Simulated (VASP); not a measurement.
# PtS2 in VASP: relaxation of the atoms with PBE+D3(BJ)

Aim: the relaxation of the atoms of PtS2 with PBE+D3(BJ).

All numbers are computed with VASP 6.6.1; they aren't measurements. Logs are shortened: lines on timing, memory, paths and dates and some standing lists are left out, and cuts for length are marked.

### Step 1. The cell of the first run

The cell holds a slab with vacuum, 6 atoms: a = 3.542 Å, b = 3.542 Å, c = 22.467 Å, α = 90.00°, β = 90.00°, γ = 120.00°.

### Step 2. Relaxation of the atoms, PBE+D3(BJ)

File INCAR:

```
SYSTEM = PtS2
ALGO = Normal
DIPOL = 0.5 0.5 0.390
EDIFF = 1E-7
EDIFFG = -0.003
ENCUT = 450
GGA = PE
GGA_COMPAT = .FALSE.
IBRION = 2
IDIPOL = 3
ISIF = 2
ISMEAR = 0
IVDW = 12
LASPH = .TRUE.
LCHARG = .FALSE.
LDIPOL = .TRUE.
LREAL = .FALSE.
LWAVE = .FALSE.
NELM = 120
NELMDL = -8
NELMIN = 4
NSW = 40
PREC = Accurate
SIGMA = 0.05
```

File KPOINTS:

```
k-points
0
G
  9 9 1
  0 0 0
```

File POSCAR:

```
PtS2
1.0
    3.5415277692      0.0000000000      0.0000000000
   -1.7707638846      3.0670530163      0.0000000000
    0.0000000000      0.0000000000     22.4670602589
S Pt
4 2
Selective dynamics
Direct
    0.6666666667      0.3333333333      0.2002932270  F F F
    0.3333333333      0.6666666667      0.3108341745  F F T
    0.3333333333      0.6666666667      0.4684426893  F F T
    0.0000000000      1.0000000000      0.5789836369  F F T
    0.0000000000      0.0000000000      0.2555637007  F F T
   -0.3333333333      0.3333333333      0.5237131631  F F T
```

Potentials or basis: VASP PAW PBE potentials, release 64 (S, Pt).

On the command line:

```
$ cat potpaw_PBE.64/S/POTCAR potpaw_PBE.64/Pt/POTCAR > POTCAR
$ mpirun -np 1 vasp_std > vasp.out
```

OUTCAR:

```text
SYSTEM = PtS2
   EDIFF = 1E-7
   EDIFFG = -0.003
   ENCUT = 450
   GGA = PE
   IBRION = 2
   ISIF = 2
   ISMEAR = 0
   IVDW = 12
   LASPH = .TRUE.
   LREAL = .FALSE.
   NELM = 120
   NELMDL = -8
   NELMIN = 4
   NSW = 40
   PREC = Accurate
 IVDW          = 12

 ion  position               nearest neighbor table
   1  0.667  0.333  0.200-   5 2.39   5 2.39   5 2.39
   2  0.333  0.667  0.311-   5 2.39   5 2.39   5 2.39
   3  0.333  0.667  0.468-   6 2.39   6 2.39   6 2.39
   4  0.000  0.000  0.579-   6 2.39   6 2.39   6 2.39
   5  0.000  0.000  0.256-   1 2.39   1 2.39   1 2.39   2 2.39   2 2.39   2 2.39
   6  0.667  0.333  0.524-   3 2.39   4 2.39   3 2.39   4 2.39   4 2.39   3 2.39

  LATTYP: Found a hexagonal cell.
 ALAT       =     3.5415277692
 C/A-ratio  =     6.3438893390

  Lattice vectors:

 A1 = (   3.5415277692,   0.0000000000,   0.0000000000)
 A2 = (  -1.7707638846,   3.0670530163,   0.0000000000)
 A3 = (   0.0000000000,   0.0000000000,  22.4670602589)

Analysis of symmetry for initial positions (statically):
=====================================================================
 Subroutine PRICEL returns:
 Original cell was already a primitive cell.

 Routine SETGRP: Setting up the symmetry group for a
 hexagonal supercell.

 Subroutine GETGRP returns: Found 12 space group operations
 (whereof  6 operations were pure point group operations)
 out of a pool of 24 trial point group operations.

The static configuration has the point symmetry C_3v.
 The point group associated with its full space group is D_3d.

Analysis of symmetry for dynamics (positions and initial velocities):
=====================================================================
 Subroutine PRICEL returns:
 Original cell was already a primitive cell.

 Routine SETGRP: Setting up the symmetry group for a
 hexagonal supercell.

 Subroutine GETGRP returns: Found 12 space group operations
 (whereof  6 operations were pure point group operations)
 out of a pool of 24 trial point group operations.

The dynamic configuration has the point symmetry C_3v.
 The point group associated with its full space group is D_3d.

Analysis of constrained symmetry for selective dynamics:
=====================================================================
 Subroutine PRICEL returns:
 Original cell was already a primitive cell.

 Routine SETGRP: Setting up the symmetry group for a
 hexagonal supercell.

[... 126 lines left out ...]
   AEXX    =    0.0000 exact exchange contribution
   IVDW    =    12    specifies the selected vdW correction
   LEPSILON=     F    determine dielectric tensor
   LRPA    =     F    only Hartree local field effects (RPA)
 conjugate gradient relaxation of ions
 non-spin polarized calculation
 Gauss-broadening in eV      SIGMA  =   0.05
  energy-cutoff  :      450.00
  volume of cell :      244.04
 maximum number of plane-waves:      5340
 NGX is ok and might be reduce to    28
   NGX = 13   NGY = 13   NGZ = 77

--------------------------------------- Ionic step        1  -------------------------------------------

 number of electron      43.9999999 magnetization

 Free energy of the ion-electron system (eV)
  ---------------------------------------------------
  ext. energy  EPLUGINS =         0.00000000
  ---------------------------------------------------
  free energy    TOTEN  =       -30.87257488 eV

  energy without entropy =      -30.87257488  energy(sigma->0) =      -30.87257488

------------------------ aborting loop because EDIFF is reached ----------------------------------------

 Edisp (eV)   -1.87339

 E8    (eV) :    -0.7763
[... 117 lines left out ...]
  FREE ENERGIE OF THE ION-ELECTRON SYSTEM (eV)
  ---------------------------------------------------
  free  energy   TOTEN  =       -32.7462885866 eV

  energy  without entropy=      -32.7462885866  energy(sigma->0) =      -32.74628859

[... ionic steps 4 to 25 ...]

--------------------------------------- Ionic step       26  -------------------------------------------

 number of electron      44.0000001 magnetization

------------------------ aborting loop because EDIFF is reached ----------------------------------------
[... 33 lines left out ...]
  FREE ENERGIE OF THE ION-ELECTRON SYSTEM (eV)
  ---------------------------------------------------
  free  energy   TOTEN  =       -32.7469196925 eV

  energy  without entropy=      -32.7469196925  energy(sigma->0) =      -32.74691969

 dipolmoment           0.000000      0.000000     -0.000004 electrons x Angstroem

--------------------------------------- Ionic step       27  -------------------------------------------

 number of electron      44.0000000 magnetization

------------------------ aborting loop because EDIFF is reached ----------------------------------------
[... 39 lines left out ...]
--------------------------------------- Ionic step       28  -------------------------------------------

 number of electron      44.0000001 magnetization

 dipolmoment           0.000000      0.000000      0.000029 electrons x Angstroem

 Free energy of the ion-electron system (eV)
  ---------------------------------------------------
  ext. energy  EPLUGINS =         0.00000000
  ---------------------------------------------------
  free energy    TOTEN  =       -30.86541713 eV

  energy without entropy =      -30.86541713  energy(sigma->0) =      -30.86541713

 E-fermi :  -0.3089     XC(G=0):  -5.4311

 val. band max:       -0.5236484036   @ k =   0.1111   0.1111   0.0000
 cond. band min:       0.8529473291   @ k =   0.2222  -0.0000   0.0000
 fundamental gap:      1.3765957327
 Fermi energy:        -0.3088952900

 k-point     1 :       0.0000    0.0000    0.0000
  band No.  band energies     occupation
      1     -14.9264      2.00000
      2     -14.8832      2.00000
      3     -12.7352      2.00000
      4     -12.6318      2.00000
      5      -6.4100      2.00000
      6      -6.4100      2.00000
[... 337 lines left out ...]
     25       1.3300      0.00000
     26       1.4695      0.00000

------------------------ aborting loop because EDIFF is reached ----------------------------------------

 vacuum level on the upper side and lower side of the slab       (xc-potential included)        -0.108        -0.098

 Edisp (eV)   -1.88151

 E8    (eV) :    -0.7795

  FORCE on cell =-STRESS in cart. coord.  units (eV):
  Direction    XX          YY          ZZ          XY          YZ          ZX
  --------------------------------------------------------------------------------------
  -------------------------------------------------------------------------------------
  Total      -0.21709    -0.21709    -0.08227    -0.00000     0.00000     0.00000
  in kB      -1.42526    -1.42526    -0.54011    -0.00000     0.00000     0.00000
  external pressure =       -1.13 kB  Pullay stress =        0.00 kB
[... 21 lines left out ...]
  FREE ENERGIE OF THE ION-ELECTRON SYSTEM (eV)
  ---------------------------------------------------
  free  energy   TOTEN  =       -32.7469266407 eV

  energy  without entropy=      -32.7469266407  energy(sigma->0) =      -32.74692664

 reached required accuracy - stopping structural energy minimisation

 vacuum level on the upper side and lower side of the slab         5.410         5.421
```

Run time: 15 min. Hardware: 1 thread of Intel Xeon Platinum 8488C (Sapphire Rapids), shared host; peak memory 0.38 GiB.

Results:

```
Free energy                : -32.7469 eV
Energy gained by relaxing  : 0.2 meV/atom
Ionic steps                : 28
Band gap on the k mesh     : 1.38 eV (least direct gap 1.48 eV)
Dispersion energy per atom : -0.314 eV
```

Step by step:
| step | energy change (eV) | largest force on free atoms (eV/Å) | pressure (GPa) |
| --- | --- | --- | --- |
| 1 | 0.0000 | 0.0595 | -0.28 |
| 2 | -0.0003 | 0.0293 | -0.21 |
| 3 | -0.0003 | 0.0305 | -0.20 |
| 4 | -0.0004 | 0.0134 | -0.18 |
| 5 | -0.0004 | 0.0118 | -0.17 |
| 6 | -0.0004 | 0.0134 | -0.17 |
| 7 | -0.0004 | 0.0119 | -0.16 |
| 8 | -0.0004 | 0.0147 | -0.15 |
| 9 | -0.0004 | 0.0202 | -0.14 |
| 10 | -0.0004 | 0.0172 | -0.15 |
| 11 | -0.0004 | 0.0103 | -0.15 |
| 12 | -0.0005 | 0.0124 | -0.14 |
| 13 | -0.0005 | 0.0119 | -0.14 |
| 14 | -0.0005 | 0.0111 | -0.15 |
| 15 | -0.0006 | 0.0201 | -0.15 |
| 16 | -0.0006 | 0.0384 | -0.17 |
| 17 | -0.0007 | 0.0368 | -0.17 |
| 18 | -0.0007 | 0.0327 | -0.16 |
| 19 | -0.0008 | 0.0243 | -0.15 |
| 20 | -0.0009 | 0.0096 | -0.13 |
| 21 | -0.0009 | 0.0315 | -0.09 |
| 22 | -0.0009 | 0.0215 | -0.10 |
| 23 | -0.0009 | 0.0118 | -0.10 |
| 24 | -0.0009 | 0.0141 | -0.10 |
| 25 | -0.0009 | 0.0158 | -0.10 |
| 26 | -0.0010 | 0.0091 | -0.10 |
| 27 | -0.0010 | 0.0076 | -0.11 |
| 28 | -0.0010 | 0.0024 | -0.11 |

Final structure:
```
S Pt
1.0
     3.54153    0.00000    0.00000
    -1.77076    3.06705    0.00000
     0.00000    0.00000   22.46706
S Pt
4 2
Direct
  0.66667 0.33333 0.20029
  0.33333 0.66667 0.31045
  0.33333 0.66667 0.46634
  0.00000 0.00000 0.57649
  0.00000 0.00000 0.25546
  0.66667 0.33333 0.52134
```

Caveat: spin-orbit coupling is left out, which moves the levels of the heavy elements.
